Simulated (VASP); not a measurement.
# In2O3: single point with LDA

In2O3:

```xyz
40
Lattice="-5.0585 5.0585 5.0585 5.0585 -5.0585 5.0585 5.0585 5.0585 -5.0585" Properties=species:S:1:pos:R:3 pbc="T T T"
In    2.5293    2.5293    2.5293
In   -2.5293    2.5293    2.5293
In    2.5293   -2.5293    2.5293
In    2.5293    2.5293   -2.5293
In    4.7176    0.0000    2.5293
In    0.3409    0.0000    7.5878
In    2.5293    4.7176    0.0000
In    7.5878    0.3409    0.0000
In    0.0000    2.5293    4.7176
In    0.0000    7.5878    0.3409
In    0.3409    5.0585    2.5293
In    4.7176    5.0585   -2.5293
In    2.5293    0.3409    5.0585
In   -2.5293    4.7176    5.0585
In    5.0585    2.5293    0.3409
In    5.0585   -2.5293    4.7176
O     3.9578    1.5762    3.8404
O     6.1592    3.4823    3.8404
O    -1.1007    3.4823    6.2766
O     1.1007    1.5762    6.2766
O     3.8404    3.9578    1.5762
O     3.8404    6.1592    3.4823
O     6.2766   -1.1007    3.4823
O     6.2766    1.1007    1.5762
O     1.5762    3.8404    3.9578
O     3.4823    3.8404    6.1592
O     3.4823    6.2766   -1.1007
O     1.5762    6.2766    1.1007
O     1.1007    3.4823    1.2181
O    -1.1007    1.5762    1.2181
O     6.1592    1.5762   -1.2181
O     3.9578    3.4823   -1.2181
O     1.2181    1.1007    3.4823
O     1.2181   -1.1007    1.5762
O    -1.2181    6.1592    1.5762
O    -1.2181    3.9578    3.4823
O     3.4823    1.2181    1.1007
O     1.5762    1.2181   -1.1007
O     1.5762   -1.2181    6.1592
O     3.4823   -1.2181    3.9578
```

| Quantity | Value |
| --- | --- |
| Program | VASP 6.6.1 |
| Task | single point |
| Functional | LDA |
| Potentials or basis | VASP PAW LDA potentials, release 64 (In_d, O) |
| Cutoff | 520 eV |
| k mesh | 3 × 3 × 3 |
| Occupations | gaussian, width 0.01 eV |
| Spin | no spin polarisation |
| Dipole correction | no |
| Further INCAR settings | LREAL = Auto; ALGO = Normal; EDIFF = 1e-06; NBANDS = 202 |

| Property | Result |
| --- | --- |
| Pressure | -2.6 GPa |
| Largest force | 0.368 eV/Å |
| Band gap on the k mesh | 1.09 eV |

Forces on the atoms (eV/Å):
```
In   0.000  0.000  0.000
In   0.000  0.000  0.000
In   0.000  0.000  0.000
In   0.000  0.000  0.000
In   0.005  0.000  0.000
In  -0.005  0.000  0.000
In   0.000  0.005  0.000
In   0.000 -0.005  0.000
In   0.000  0.000  0.005
In   0.000  0.000 -0.005
In  -0.005  0.000  0.000
In   0.005  0.000  0.000
In   0.000 -0.005  0.000
In   0.000  0.005  0.000
In   0.000  0.000 -0.005
In   0.000  0.000  0.005
O   -0.014 -0.254  0.266
O    0.014  0.254  0.266
O   -0.014  0.254 -0.266
O    0.014 -0.254 -0.266
O    0.266 -0.014 -0.254
O    0.266  0.014  0.254
O   -0.266 -0.014  0.254
O   -0.266  0.014 -0.254
O   -0.254  0.266 -0.014
O    0.254  0.266  0.014
O    0.254 -0.266 -0.014
O   -0.254 -0.266  0.014
O    0.014  0.254 -0.266
O   -0.014 -0.254 -0.266
O    0.014 -0.254  0.266
O   -0.014  0.254  0.266
O   -0.266  0.014  0.254
O   -0.266 -0.014 -0.254
O    0.266  0.014 -0.254
O    0.266 -0.014  0.254
O    0.254 -0.266  0.014
O   -0.254 -0.266 -0.014
O   -0.254  0.266  0.014
O    0.254  0.266 -0.014
```

Levels at points of the mesh, in eV from the valence-band top:
```
           k point  band 174  band 175  band 176  band 177  band 178  band 179
(0.00, 0.00, 0.00)      0.00      0.00      0.00      1.09      5.32      5.35
```

It took 33 min on 1 thread of Intel Xeon 8259CL, on a shared host, peak memory 0.64 GiB.

Caveat: spin-orbit coupling is left out, which moves the levels of the heavy elements. As with any semilocal functional, this LDA gap is likely too small.
